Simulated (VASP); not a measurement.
# Al (a cell with a defect) in VASP: single point with LDA

Aim: the single point of Al (a cell with a defect) with LDA.

Program: VASP 6.6.1. These are calculated values, not measurements. Logs are shortened: lines on timing, memory, paths and dates and some standing lists are left out, and cuts for length are marked.

## (1) The cell of the first run

The cell holds a defect, 7 atoms: a = 5.727 Å, b = 5.727 Å, c = 5.727 Å, α = 60.00°, β = 60.00°, γ = 60.00°.

## (2) Single point, LDA

Input file INCAR:

```
SYSTEM = Al
PREC = Accurate ; ENCUT = 400
EDIFF = 1E-6 ; ISMEAR = 0
SIGMA = 0.05 ; LREAL = .FALSE.
LASPH = .TRUE. ; NELM = 120
ALGO = Normal ; ISIF = 2
LWAVE = .FALSE. ; LCHARG = .FALSE.
NBANDS = 20 ; GGA_COMPAT = .FALSE.
```

Input file KPOINTS:

```
Automatic mesh
0
Gamma
  2 2 2
  0.5 0.5 0.5
```

Input file POSCAR:

```
Al
1.0
    0.0000000000      4.0496100000      4.0496100000
    4.0496100000      0.0000000000      4.0496100000
    4.0496100000      4.0496100000      0.0000000000
Al
7
Direct
    0.0000000000      0.0000000000      0.2500001235
    0.0000000000      0.5000000000      0.0000000000
    0.0000000000      0.5000000000      0.5000000000
    0.5000000000      0.0000000000      0.0000000000
    0.5000000000      0.0000000000      0.5000000000
    0.5000000000      0.5000000000      0.0000000000
    0.5000000000      0.5000000000      0.5000000000
```

Potentials or basis: VASP PAW LDA potentials, release 64 (Al).

Launch:

```bash
> cat potpaw_LDA.64/Al/POTCAR > POTCAR
> mpirun -np 1 vasp_std > vasp.out
```

OUTCAR:

```text
SYSTEM = Al
   PREC = Accurate
   ENCUT = 400
   EDIFF = 1E-6
   ISMEAR = 0
   LREAL = .FALSE.
   LASPH = .TRUE.
   NELM = 120
   ISIF = 2

 ion  position               nearest neighbor table
   1  0.000  0.000  0.250-   2 2.48   4 2.48   3 2.48   5 2.48   7 3.20   7 3.20   6 3.20   6 3.20

   2  0.000  0.500  0.000-   1 2.48   6 2.86   3 2.86   7 2.86   3 2.86   4 2.86   4 2.86   6 2.86
                             7 2.86
   3  0.000  0.500  0.500-   1 2.48   2 2.86   7 2.86   2 2.86   6 2.86   5 2.86   5 2.86   6 2.86
                             7 2.86
   4  0.500  0.000  0.000-   1 2.48   6 2.86   5 2.86   7 2.86   2 2.86   6 2.86   7 2.86   5 2.86
                             2 2.86
   5  0.500  0.000  0.500-   1 2.48   4 2.86   7 2.86   4 2.86   6 2.86   3 2.86   6 2.86   7 2.86
                             3 2.86
   6  0.500  0.500  0.000-   2 2.86   4 2.86   7 2.86   3 2.86   5 2.86   7 2.86   4 2.86   5 2.86
                             2 2.86   3 2.86   1 3.20   1 3.20
   7  0.500  0.500  0.500-   3 2.86   5 2.86   6 2.86   2 2.86   4 2.86   6 2.86   4 2.86   5 2.86
                             2 2.86   3 2.86   1 3.20   1 3.20

  LATTYP: Found a face centered cubic cell.
 ALAT       =     8.0992200000

  Lattice vectors:

 A1 = (   0.0000000000,   4.0496100000,   4.0496100000)
 A2 = (   4.0496100000,   0.0000000000,   4.0496100000)
 A3 = (   4.0496100000,   4.0496100000,   0.0000000000)

Analysis of symmetry for initial positions (statically):
=====================================================================
 Subroutine PRICEL returns:
 Original cell was already a primitive cell.

 Routine SETGRP: Setting up the symmetry group for a
 face centered cubic supercell.

 Subroutine GETGRP returns: Found  8 space group operations
 (whereof  4 operations were pure point group operations)
 out of a pool of 48 trial point group operations.

The static configuration has the point symmetry C_2v.
 The point group associated with its full space group is D_2h.

Analysis of symmetry for dynamics (positions and initial velocities):
=====================================================================
 Subroutine PRICEL returns:
 Original cell was already a primitive cell.

 Routine SETGRP: Setting up the symmetry group for a
 face centered cubic supercell.

 Subroutine GETGRP returns: Found  8 space group operations
 (whereof  4 operations were pure point group operations)
 out of a pool of 48 trial point group operations.

The dynamic configuration has the point symmetry C_2v.
 The point group associated with its full space group is D_2h.

 Subroutine INISYM returns: Found  8 space group operations
 (whereof  4 operations are pure point group operations),
 and found     1 'primitive' translations

----------------------------------------------------------------------------------------

                                     Primitive cell

  volume of cell :     132.8219

  direct lattice vectors                    reciprocal lattice vectors
     0.000000000  4.049610000  4.049610000    -0.123468680  0.123468680  0.123468680
     4.049610000  0.000000000  4.049610000     0.123468680 -0.123468680  0.123468680
     4.049610000  4.049610000  0.000000000     0.123468680  0.123468680 -0.123468680

  length of vectors
     5.727013384  5.727013384  5.727013384     0.213854026  0.213854026  0.213854026

  position of ions in fractional coordinates (direct lattice)
     0.000000000  0.000000000  0.250000124
     0.000000000  0.500000000  0.000000000
     0.000000000  0.500000000  0.500000000
     0.500000000  0.000000000  0.000000000
     0.500000000  0.000000000  0.500000000
     0.500000000  0.500000000  0.000000000
     0.500000000  0.500000000  0.500000000

  ion indices of the primitive-cell ions
   primitive index   ion index
                 1           1
                 2           2
                 3           3
                 4           4
                 5           5
                 6           6
                 7           7

----------------------------------------------------------------------------------------

 KPOINTS: Automatic mesh

Automatic generation of k-mesh.
 Grid dimensions read from file:
 generate k-points for:    2    2    2

 Generating k-lattice:

  Cartesian coordinates                     Fractional coordinates (reciprocal lattice)
    -0.061734340  0.061734340  0.061734340     0.500000000  0.000000000  0.000000000
     0.061734340 -0.061734340  0.061734340     0.000000000  0.500000000  0.000000000
     0.061734340  0.061734340 -0.061734340     0.000000000  0.000000000  0.500000000

  Length of vectors
     0.106927013  0.106927013  0.106927013

  Shift w.r.t. Gamma in fractional coordinates (k-lattice)
     0.500000000  0.500000000  0.500000000

 Subroutine IBZKPT returns following result:
 ===========================================

 Found      6 irreducible k-points:

 Following reciprocal coordinates:
            Coordinates               Weight
  0.250000  0.250000  0.250000      4.000000
  0.250000  0.000000  0.000000      4.000000
 -0.250000  0.250000  0.250000      8.000000
  0.250000  0.250000 -0.250000      4.000000
  0.250000  0.000000  0.500000      8.000000
  0.250000  0.500000  0.000000      4.000000
   k-points           NKPTS =      6   k-points in BZ     NKDIM =      6   number of bands    NBANDS=     20
   number of dos      NEDOS =    301   number of ions     NIONS =      7
   total plane-waves  NPLWV =  64000
   dimension x,y,z NGX =    40 NGY =   40 NGZ =   40
   dimension x,y,z NGXF=    80 NGYF=   80 NGZF=   80
   ions per type =               7
   NGX,Y,Z   is equivalent  to a cutoff of  11.61, 11.61, 11.61 a.u.
   NGXF,Y,Z  is equivalent  to a cutoff of  23.22, 23.22, 23.22 a.u.
 SYSTEM =  Al
   PREC   = accura    normal or accurate (medium, high low for compatibility)
   ISTART =      0    job   : 0-new  1-cont  2-samecut
   ICHARG =      2    charge: 1-file 2-atom 10-const
   ISPIN  =      1    spin polarized calculation?
   LNONCOLLINEAR =      F non collinear calculations
   LSORBIT =      F    spin-orbit coupling
   LASPH  =      T    aspherical Exc in radial PAW
   ENCUT  =  400.0 eV  29.40 Ry    5.42 a.u.   9.34  9.34  9.34*2*pi/ulx,y,z
   NELM   =    120;   NELMIN=  2; NELMDL= -5     # of ELM steps
   EDIFF  = 0.1E-05   stopping-criterion for ELM
   LREAL  =      F    real-space projection
   EDIFFG = 0.1E-04   stopping-criterion for IOM
   NSW    =      0    number of steps for IOM
   IBRION =     -1    ionic relax: 0-MD 1-quasi-New 2-CG
   NFREE  =      0    steps in history (QN), initial steepest desc. (CG)
   ISIF   =      2    stress and relaxation
   ISYM   =      2    0-nonsym 1-usesym 2-fastsym
   POTIM  = 0.5000    time-step for ionic-motion
   TEBEG  =    0.0;   TEEND  =   0.0 temperature during run
   PSTRESS=    0.0 pullay stress
   NELECT =      21.0000    total number of electrons
   NUPDOWN=      -1.0000    fix difference up-down
   EMIN   =  10.00;   EMAX   =-10.00  energy-range for DOS
   EFERMI =   0.00;   METHOD = LEGACY
   ISMEAR =     0;   SIGMA  =   0.05  broadening in eV -4-tet -1-fermi 0-gaus
   EFERMI_NEDOS =   21; number of points for ismear=-14 and -15
   IALGO  =     38    algorithm
   IMIX   =      4    mixing-type and parameters
     AMIX     =   0.40;   BMIX     =  1.00
     AMIX_MAG =   1.60;   BMIX_MAG =  1.00
  volume/ion in A,a.u.               =      18.97       128.05
  Fermi-wavevector in a.u.,A,eV,Ry     =   0.885234  1.672850 10.662058  0.783639
  Thomas-Fermi vector in A             =   2.006240
   LORBIT       =      0    0 simple, 1 ext, 2 COOP (PROOUT), +10 PAW based schemes
   GGA     = CA    functional components
   LHFCALC =     F    Hartree Fock is set to
   AEXX    =    0.0000 exact exchange contribution
   IVDW    =     0    specifies the selected vdW correction
   LEPSILON=     F    determine dielectric tensor
   LRPA    =     F    only Hartree local field effects (RPA)
 non-spin polarized calculation
 Gauss-broadening in eV      SIGMA  =   0.05
  energy-cutoff  :      400.00
  volume of cell :      132.82
 maximum number of plane-waves:      2427
 NGX is ok and might be reduce to    40
   NGX = 19   NGY = 19   NGZ = 19

 number of electron      21.0000001 magnetization

 Free energy of the ion-electron system (eV)
  ---------------------------------------------------
  ext. energy  EPLUGINS =         0.00000000
  ---------------------------------------------------
  free energy    TOTEN  =       -27.62580889 eV

  energy without entropy =      -27.62436779  energy(sigma->0) =      -27.62508834

 E-fermi :   6.2791     XC(G=0):  -9.7197

 val. band max:        6.2035535217   @ k =   0.2500   0.0000   0.5000
 cond. band min:       6.3545880620   @ k =  -0.2500   0.2500   0.2500
 fundamental gap:      0.1510345404
 Fermi energy:         6.2790710447

 k-point     1 :       0.2500    0.2500    0.2500
  band No.  band energies     occupation
      1      -3.6983      2.00000
      2      -0.4340      2.00000
      3       1.6082      2.00000
      4       1.6366      2.00000
      5       1.6917      2.00000
      6       2.7817      2.00000
[... 12 lines left out ...]
     19      12.5970      0.00000
     20      12.7223      0.00000

 k-point     2 :       0.2500    0.0000    0.0000
  band No.  band energies     occupation
      1      -3.6953      2.00000
      2      -0.4305      2.00000
      3       1.2634      2.00000
      4       1.5588      2.00000
      5       2.1532      2.00000
      6       2.6275      2.00000
[... 12 lines left out ...]
     19      12.5782      0.00000
     20      13.0035      0.00000

 k-point     3 :      -0.2500    0.2500    0.2500
  band No.  band energies     occupation
      1      -2.6695      2.00000
      2      -1.5185      2.00000
      3      -0.4643      2.00000
      4       0.6741      2.00000
      5       1.2466      2.00000
      6       3.2886      2.00000
[... 12 lines left out ...]
     19      10.5134      0.00000
     20      10.9089      0.00000

 k-point     4 :       0.2500    0.2500   -0.2500
  band No.  band energies     occupation
      1      -2.6813      2.00000
      2      -1.5171      2.00000
      3      -0.4412      2.00000
      4       0.7129      2.00000
      5       1.2335      2.00000
      6       3.2507      2.00000
[... 12 lines left out ...]
     19      10.7289      0.00000
     20      10.8985      0.00000

 k-point     5 :       0.2500    0.0000    0.5000
  band No.  band energies     occupation
      1      -2.6874      2.00000
      2      -1.4805      2.00000
      3      -0.4680      2.00000
      4       0.6819      2.00000
      5       1.2336      2.00000
      6       3.2916      2.00000
[... 12 lines left out ...]
     19      10.6591      0.00000
     20      10.8682      0.00000

 k-point     6 :       0.2500    0.5000    0.0000
  band No.  band energies     occupation
      1      -2.6689      2.00000
      2      -1.5000      2.00000
      3      -0.5839      2.00000
      4       0.9261      2.00000
      5       1.1939      2.00000
      6       3.1794      2.00000
[... 12 lines left out ...]
     19      10.4084      0.00000
     20      10.9404      0.00000

------------------------ aborting loop because EDIFF is reached ----------------------------------------

  FORCE on cell =-STRESS in cart. coord.  units (eV):
  Direction    XX          YY          ZZ          XY          YZ          ZX
  --------------------------------------------------------------------------------------
  -------------------------------------------------------------------------------------
  Total       -3.9210304     -3.9210304      3.1624480      0.9714335      0.0000000      0.0000000
  in kB      -47.2978282    -47.2978282     38.1473502     11.7180152      0.0000000      0.0000000
  external PRESSURE =     -18.8161021 kB  Pullay stress =       0.0000000 kB

 VOLUME and BASIS-vectors are now :
 -----------------------------------------------------------------------------
  energy-cutoff  :      400.00
  volume of cell :      132.82
      direct lattice vectors                 reciprocal lattice vectors
     0.000000000  4.049610000  4.049610000    -0.123468680  0.123468680  0.123468680
     4.049610000  0.000000000  4.049610000     0.123468680 -0.123468680  0.123468680
     4.049610000  4.049610000  0.000000000     0.123468680  0.123468680 -0.123468680

 POSITION                                       TOTAL-FORCE (eV/Angst)
 -----------------------------------------------------------------------------------
      1.01240      1.01240      0.00000        -0.000000     -0.000000      0.000000
      2.02481      0.00000      2.02481         0.407609     -0.407609      0.814942
      4.04961      2.02481      2.02481        -0.407609      0.407609     -0.814942
      0.00000      2.02481      2.02481        -0.407609      0.407609      0.814942
      2.02481      4.04961      2.02481         0.407609     -0.407609     -0.814942
      2.02481      2.02481      4.04961        -0.210964     -0.210964      0.000000
      4.04961      4.04961      4.04961         0.210964      0.210964      0.000000
 -----------------------------------------------------------------------------------
    total drift:                               -0.000040     -0.000040      0.000000

  FREE ENERGIE OF THE ION-ELECTRON SYSTEM (eV)
  ---------------------------------------------------
  free  energy   TOTEN  =       -27.6258088880 eV

  energy  without entropy=      -27.6243677907  energy(sigma->0) =      -27.62508834
```

Wall time 7 s (1 thread of Intel Xeon 6975P-C (Granite Rapids), shared host); peak memory 0.17 GiB.

What came out:

```
Free energy   : -27.6258 eV
Pressure      : -1.9 GPa
Largest force : 0.998 eV/Å
```

Forces on the atoms (eV/Å):
```
Al   0.000  0.000  0.000
Al   0.408 -0.408  0.815
Al  -0.408  0.408 -0.815
Al  -0.408  0.408  0.815
Al   0.408 -0.408 -0.815
Al  -0.211 -0.211  0.000
Al   0.211  0.211  0.000
```

Caveat: the k points lie up to 0.67 Å⁻¹ apart.
